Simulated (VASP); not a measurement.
A run of VASP 6.6.1 is set up as follows.

The input INCAR:

```
SYSTEM = CuO
ALGO = Normal ; EDIFF = 1E-6
ENCUT = 520 ; GGA = PE
ISIF = 2 ; ISMEAR = -1
LASPH = .True. ; LCHARG = .False.
LREAL = .False. ; LWAVE = .False.
NBANDS = 16 ; NELM = 100
PREC = Accurate ; SIGMA = 0.05
```

File KPOINTS:

```
k-points
0
Gamma
  10 10 10
  0 0 0
```

The input POSCAR:

```
CuO
1.0
    2.5525506100      0.0000000000      0.0000000000
    0.0000000000      2.5525506100      0.0000000000
    0.0000000000      0.0000000000      2.5525506100
Cu O
1 1
Direct
    0.0000000000      0.0000000000      0.0000000000
    0.5000000000      0.5000000000      0.5000000000
```

Potentials or basis: VASP PAW PBE potentials, release 64 (Cu, O).

The run is started by

```bash
$ cat potpaw_PBE.64/Cu/POTCAR potpaw_PBE.64/O/POTCAR > POTCAR
$ mpirun -np 1 vasp_std > vasp.out
```

**Question.** What does it give for the pressure?

**Answer.** 21.1 GPa.

Caveat: an odd number of electrons without spin polarisation forces a metal; a magnetic or distorted state may lie lower.
